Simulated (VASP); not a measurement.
# Ru (P6_3/mmc) in VASP: a series of runs

Ru is run at these levels: PBEsol; tasks: single point, relaxation of cell and atoms.

Everything below comes from runs of VASP 6.6.1. Logs are shortened: lines on timing, memory, paths and dates and some standing lists are left out, and cuts for length are marked.

**1. The cell of the first run**

Symmetry: P6_3/mmc, No. 194, hexagonal system. The conventional cell has a = 2.692 Å, b = 2.692 Å, c = 4.252 Å, α = 90.00°, β = 90.00°, γ = 120.00°. Ru (site symmetry -6m2) has 12 Ru at 2.63 to 2.69 Å within 3.5 Å.

**2. Single point, PBEsol**

The input, INCAR:

```
SYSTEM = Ru
ALGO = Normal ; EDIFF = 1E-7
ENCUT = 520 ; GGA = PS
ISIF = 2 ; ISMEAR = -1
LASPH = .TRUE. ; LCHARG = .FALSE.
LREAL = .FALSE. ; LWAVE = .FALSE.
NBANDS = 21 ; NELM = 100
PREC = Accurate ; SIGMA = 0.15
```

The input, KPOINTS:

```
k-points
0
G
  18 18 10
  0 0 0
```

The input, POSCAR:

```
Ru
1.0
    2.6916927100      0.0000000000      0.0000000000
   -1.3458463550      2.3310742660      0.0000000000
    0.0000000000      0.0000000000      4.2517439378
Ru
2
Direct
    0.3333333333      0.6666666667      0.2500000000
    0.6666666667      0.3333333333      0.7500000000
```

Potentials or basis: VASP PAW PBE potentials, release 64 (Ru_pv).

Started as:

```sh
$ cat potpaw_PBE.64/Ru_pv/POTCAR > POTCAR
$ mpirun -np 1 vasp_std > vasp.out
```

OUTCAR:

```text
SYSTEM = Ru
   EDIFF = 1E-7
   ENCUT = 520
   GGA = PS
   ISIF = 2
   ISMEAR = -1
   LASPH = .TRUE.
   LREAL = .FALSE.
   NELM = 100
   PREC = Accurate

 ion  position               nearest neighbor table
   1  0.333  0.667  0.250-   2 2.63   2 2.63   2 2.63   2 2.63   2 2.63   2 2.63
   2  0.667  0.333  0.750-   1 2.63   1 2.63   1 2.63   1 2.63   1 2.63   1 2.63

  LATTYP: Found a hexagonal cell.
 ALAT       =     2.6916927100
 C/A-ratio  =     1.5795799877

  Lattice vectors:

 A1 = (   2.6916927100,   0.0000000000,   0.0000000000)
 A2 = (  -1.3458463550,   2.3310742660,   0.0000000000)
 A3 = (   0.0000000000,   0.0000000000,   4.2517439378)

Analysis of symmetry for initial positions (statically):
=====================================================================
 Subroutine PRICEL returns:
 Original cell was already a primitive cell.

 Routine SETGRP: Setting up the symmetry group for a
 hexagonal supercell.

 Subroutine GETGRP returns: Found 24 space group operations
 (whereof 12 operations were pure point group operations)
 out of a pool of 24 trial point group operations.

The static configuration has the point symmetry D_3d.
 The point group associated with its full space group is D_6h.

Analysis of symmetry for dynamics (positions and initial velocities):
=====================================================================
 Subroutine PRICEL returns:
 Original cell was already a primitive cell.

 Routine SETGRP: Setting up the symmetry group for a
 hexagonal supercell.

 Subroutine GETGRP returns: Found 24 space group operations
 (whereof 12 operations were pure point group operations)
 out of a pool of 24 trial point group operations.

The dynamic configuration has the point symmetry D_3d.
 The point group associated with its full space group is D_6h.

 Subroutine INISYM returns: Found 24 space group operations
 (whereof 12 operations are pure point group operations),
 and found     1 'primitive' translations

----------------------------------------------------------------------------------------

                                     Primitive cell

  volume of cell :      26.6777

  direct lattice vectors                    reciprocal lattice vectors
     2.691692710  0.000000000  0.000000000     0.371513433  0.214493381  0.000000000
    -1.345846355  2.331074266  0.000000000     0.000000000  0.428986761  0.000000000
     0.000000000  0.000000000  4.251743938     0.000000000  0.000000000  0.235197607

  length of vectors
     2.691692710  2.691692710  4.251743938     0.428986761  0.428986761  0.235197607

  position of ions in fractional coordinates (direct lattice)
     0.333333333  0.666666667  0.250000000
     0.666666667  0.333333333  0.750000000

  ion indices of the primitive-cell ions
   primitive index   ion index
                 1           1
                 2           2

----------------------------------------------------------------------------------------

 KPOINTS: k-points

Automatic generation of k-mesh.
 Grid dimensions read from file:
 generate k-points for:   18   18   10

 Generating k-lattice:

  Cartesian coordinates                     Fractional coordinates (reciprocal lattice)
     0.020639635  0.011916299  0.000000000     0.055555556 -0.000000000  0.000000000
     0.000000000  0.023832598  0.000000000     0.000000000  0.055555556  0.000000000
     0.000000000  0.000000000  0.023519761     0.000000000  0.000000000  0.100000000

  Length of vectors
     0.023832598  0.023832598  0.023519761

  Shift w.r.t. Gamma in fractional coordinates (k-lattice)
     0.000000000  0.000000000  0.000000000

 Subroutine IBZKPT returns following result:
 ===========================================

 Found    222 irreducible k-points:

 Following reciprocal coordinates:
            Coordinates               Weight
  0.000000  0.000000  0.000000      1.000000
  0.055556  0.000000  0.000000      6.000000
  0.111111  0.000000  0.000000      6.000000
  0.166667 -0.000000  0.000000      6.000000
  0.222222 -0.000000  0.000000      6.000000
  0.277778 -0.000000  0.000000      6.000000
[... 16 lines left out ...]
  0.333333  0.111111  0.000000     12.000000
  0.388889  0.111111  0.000000     12.000000
 [... further k-points ...]
   k-points           NKPTS =    222   k-points in BZ     NKDIM =    222   number of bands    NBANDS=     21
   number of dos      NEDOS =    301   number of ions     NIONS =      2
   total plane-waves  NPLWV =  12800
   dimension x,y,z NGX =    20 NGY =   20 NGZ =   32
   dimension x,y,z NGXF=    40 NGYF=   40 NGZF=   64
   ions per type =               2
   NGX,Y,Z   is equivalent  to a cutoff of  12.35, 12.35, 12.51 a.u.
   NGXF,Y,Z  is equivalent  to a cutoff of  24.71, 24.71, 25.02 a.u.
 SYSTEM =  Ru
   PREC   = accura    normal or accurate (medium, high low for compatibility)
   ISTART =      0    job   : 0-new  1-cont  2-samecut
   ICHARG =      2    charge: 1-file 2-atom 10-const
   ISPIN  =      1    spin polarized calculation?
   LNONCOLLINEAR =      F non collinear calculations
   LSORBIT =      F    spin-orbit coupling
   LASPH  =      T    aspherical Exc in radial PAW
   ENCUT  =  520.0 eV  38.22 Ry    6.18 a.u.   5.00  5.00  7.91*2*pi/ulx,y,z
   NELM   =    100;   NELMIN=  2; NELMDL= -5     # of ELM steps
   EDIFF  = 0.1E-06   stopping-criterion for ELM
   LREAL  =      F    real-space projection
   EDIFFG = 0.1E-05   stopping-criterion for IOM
   NSW    =      0    number of steps for IOM
   IBRION =     -1    ionic relax: 0-MD 1-quasi-New 2-CG
   NFREE  =      0    steps in history (QN), initial steepest desc. (CG)
   ISIF   =      2    stress and relaxation
   ISYM   =      2    0-nonsym 1-usesym 2-fastsym
   POTIM  = 0.5000    time-step for ionic-motion
   TEBEG  =    0.0;   TEEND  =   0.0 temperature during run
   PSTRESS=    0.0 pullay stress
   NELECT =      28.0000    total number of electrons
   NUPDOWN=      -1.0000    fix difference up-down
   EMIN   =  10.00;   EMAX   =-10.00  energy-range for DOS
   EFERMI =   0.00;   METHOD = LEGACY
   ISMEAR =    -1;   SIGMA  =   0.15  broadening in eV -4-tet -1-fermi 0-gaus
   EFERMI_NEDOS =   21; number of points for ismear=-14 and -15
   IALGO  =     38    algorithm
   IMIX   =      4    mixing-type and parameters
     AMIX     =   0.40;   BMIX     =  1.00
     AMIX_MAG =   1.60;   BMIX_MAG =  1.00
  volume/ion in A,a.u.               =      13.34        90.02
  Fermi-wavevector in a.u.,A,eV,Ry     =   1.663711  3.143958 37.660042  2.767935
  Thomas-Fermi vector in A             =   2.750381
   LORBIT       =      0    0 simple, 1 ext, 2 COOP (PROOUT), +10 PAW based schemes
   GGA     = PS    functional components
   LHFCALC =     F    Hartree Fock is set to
   AEXX    =    0.0000 exact exchange contribution
   IVDW    =     0    specifies the selected vdW correction
   LEPSILON=     F    determine dielectric tensor
   LRPA    =     F    only Hartree local field effects (RPA)
 non-spin polarized calculation
  energy-cutoff  :      520.00
  volume of cell :       26.68
 maximum number of plane-waves:       738
 NGX is ok and might be reduce to    20
   NGX =  9   NGY =  9   NGZ = 15

 number of electron      27.9999998 magnetization

 Free energy of the ion-electron system (eV)
  ---------------------------------------------------
  ext. energy  EPLUGINS =         0.00000000
  ---------------------------------------------------
  free energy    TOTEN  =       -20.40138556 eV

  energy without entropy =      -20.28073814  energy(sigma->0) =      -20.34106185

 E-fermi :  13.0393     XC(G=0): -14.3900

 val. band max:       13.0197647207   @ k =   0.1667   0.1111   0.3000
 cond. band min:      13.0413628820   @ k =   0.2222   0.1111   0.1000
 fundamental gap:      0.0215981613
 Fermi energy:        13.0392751999

 k-point     1 :       0.0000    0.0000    0.0000
  band No.  band energies     occupation
      1     -30.6445      2.00000
      2     -29.6478      2.00000
      3     -29.6478      2.00000
      4     -29.4653      2.00000
      5     -29.4653      2.00000
      6     -29.4204      2.00000
[... 13 lines left out ...]
     20      23.2930      0.00000
     21      23.5892      0.00000

 k-point     2 :       0.0556    0.0000    0.0000
  band No.  band energies     occupation
      1     -30.6333      2.00000
      2     -29.6718      2.00000
      3     -29.6559      2.00000
      4     -29.4905      2.00000
      5     -29.4685      2.00000
      6     -29.4256      2.00000
[... 13 lines left out ...]
     20      23.2930      0.00000
     21      23.5739      0.00000

 k-point     3 :       0.1111    0.0000    0.0000
  band No.  band energies     occupation
      1     -30.6002      2.00000
      2     -29.7408      2.00000
      3     -29.6790      2.00000
      4     -29.5620      2.00000
      5     -29.4781      2.00000
      6     -29.4414      2.00000
[... 13 lines left out ...]
     20      23.2929      0.00000
     21      23.5254      0.00000

 k-point     4 :       0.1667   -0.0000    0.0000
  band No.  band energies     occupation
      1     -30.5472      2.00000
      2     -29.8467      2.00000
      3     -29.7134      2.00000
      4     -29.6697      2.00000
      5     -29.4935      2.00000
      6     -29.4677      2.00000
[... 13 lines left out ...]
     20      23.2929      0.00000
     21      23.4483      0.00000

 k-point     5 :       0.2222   -0.0000    0.0000
  band No.  band energies     occupation
      1     -30.4776      2.00000
      2     -29.9766      2.00000
      3     -29.7984      2.00000
      4     -29.7544      2.00000
      5     -29.5135      2.00000
      6     -29.5045      2.00000
[... 13 lines left out ...]
     20      23.2927      0.00000
     21      23.3752      0.00000
[... 382 lines left out ...]
     20      23.2923      0.00000
     21      23.3482      0.00000

 k-point    22 :       0.2778    0.1111    0.0000
  band No.  band energies     occupation
      1     -30.2835      2.00000
      2     -30.2298      2.00000
      3     -30.0860      2.00000
      4     -29.8504      2.00000
      5     -29.6218      2.00000
      6     -29.6112      2.00000
[... 13 lines left out ...]
     20      23.2910      0.00000
     21      23.3154      0.00000

 k-point    23 :       0.3333    0.1111    0.0000
  band No.  band energies     occupation
      1     -30.3284      2.00000
      2     -30.1997      2.00000
      3     -30.1523      2.00000
      4     -29.9006      2.00000
      5     -29.6802      2.00000
      6     -29.6336      2.00000
[... 13 lines left out ...]
     20      23.2920      0.00000
     21      23.9739      0.00000

 k-point    24 :       0.3889    0.1111    0.0000
  band No.  band energies     occupation
      1     -30.3925      2.00000
      2     -30.1954      2.00000
      3     -30.1318      2.00000
      4     -29.9328      2.00000
      5     -29.7315      2.00000
      6     -29.6481      2.00000
[... 13 lines left out ...]
     20      23.2906      0.00000
     21      24.3066      0.00000

 [... further k-points ...]

------------------------ aborting loop because EDIFF is reached ----------------------------------------

  FORCE on cell =-STRESS in cart. coord.  units (eV):
  Direction    XX          YY          ZZ          XY          YZ          ZX
  --------------------------------------------------------------------------------------
  -------------------------------------------------------------------------------------
  Total       -0.0139641     -0.0139641     -0.0104951     -0.0000000      0.0000000      0.0000000
  in kB       -0.8386373     -0.8386373     -0.6303012     -0.0000000      0.0000000      0.0000000
  external PRESSURE =      -0.7691920 kB  Pullay stress =       0.0000000 kB

 VOLUME and BASIS-vectors are now :
 -----------------------------------------------------------------------------
  energy-cutoff  :      520.00
  volume of cell :       26.68
      direct lattice vectors                 reciprocal lattice vectors
     2.691692710  0.000000000  0.000000000     0.371513433  0.214493381  0.000000000
    -1.345846355  2.331074266  0.000000000     0.000000000  0.428986761  0.000000000
     0.000000000  0.000000000  4.251743938     0.000000000  0.000000000  0.235197607

 POSITION                                       TOTAL-FORCE (eV/Angst)
 -----------------------------------------------------------------------------------
     -0.00000      1.55405      1.06294         0.000000      0.000000      0.000000
      1.34585      0.77702      3.18881        -0.000000      0.000000      0.000000
 -----------------------------------------------------------------------------------
    total drift:                               -0.000000      0.000000     -0.000000

  FREE ENERGIE OF THE ION-ELECTRON SYSTEM (eV)
  ---------------------------------------------------
  free  energy   TOTEN  =       -20.4013855560 eV

  energy  without entropy=      -20.2807381410  energy(sigma->0) =      -20.34106185
```

Run time: 34 s. Hardware: 1 thread of Intel Xeon 6975P-C (Granite Rapids), shared host; peak memory 0.21 GiB.

What came out:

```
Free energy            : -20.4014 eV
Pressure               : -0.1 GPa
Band gap on the k mesh : zero (band 14 reaches 14.55 eV, above the bottom of band 15 at 11.34 eV)
```

Caveat: the PAW data sets were made with another functional, which shifts forces and pressure a little.

**3. Single point, PBEsol (volume scaled by 1.02, then relaxed in part)**

The input, INCAR:

```
SYSTEM = Ru
ALGO = Fast ; EDIFF = 1E-7
ENCUT = 520 ; GGA = PS
ISIF = 2 ; ISMEAR = -1
LASPH = .True. ; LCHARG = .False.
LREAL = .False. ; LWAVE = .False.
NBANDS = 21 ; NELM = 60
PREC = Accurate ; SIGMA = 0.15
```

The input, KPOINTS:

```
k-points
0
Gamma
  18 18 10
  0 0 0
```

The input, POSCAR:

```
Ru
1.0
    2.7103328419      0.0000000000      0.0000000000
   -1.3551664209      2.3472170938      0.0000000000
    0.0000000000      0.0000000000      4.2773321328
Ru
2
Direct
    0.3333333333      0.6666666667      0.2500000000
    0.6666666667      0.3333333333      0.7500000000
```

Potentials or basis: VASP PAW PBE potentials, release 64 (Ru_pv).

Started as:

```sh
$ cat potpaw_PBE.64/Ru_pv/POTCAR > POTCAR
$ mpirun -np 1 vasp_std > vasp.out
```

Wall time 45 s (1 thread of Intel Xeon 6975P-C (Granite Rapids), shared host); peak memory 0.21 GiB.

Results (log left out):

| Property | Result |
| --- | --- |
| Free energy | -20.3906 eV |
| Pressure | -6.6 GPa |
| Band gap on the k mesh | zero (band 14 reaches 14.13 eV, above the bottom of band 15 at 11.02 eV) |

Levels at points of the mesh, in eV from the Fermi level:
| k point | band 10 | band 11 | band 12 | band 13 | band 14 | band 15 | band 16 | band 17 | band 18 | band 19 |
| --- | --- | --- | --- | --- | --- | --- | --- | --- | --- | --- |
| (0.00, 0.00, 0.00) | -2.61 | -2.41 | -1.92 | -1.92 | -1.42 | -1.42 | 1.18 | 1.18 | 1.25 | 10.16 |
| (0.50, 0.00, 0.00) | -3.04 | -2.07 | -1.85 | -1.52 | 1.41 | 1.83 | 1.93 | 4.03 | 6.06 | 10.99 |
| (0.00, 0.00, 0.50) | -2.78 | -2.78 | -2.78 | -2.73 | -2.73 | 0.54 | 0.54 | 0.54 | 0.54 | 10.28 |
| (0.50, 0.00, 0.50) | -4.53 | -1.08 | -1.08 | 0.42 | 0.42 | 1.67 | 1.67 | 3.34 | 3.34 | 10.24 |

Caveat: the PAW data sets were made with another functional, which shifts forces and pressure a little.

(Continued in part 2 of 2.)
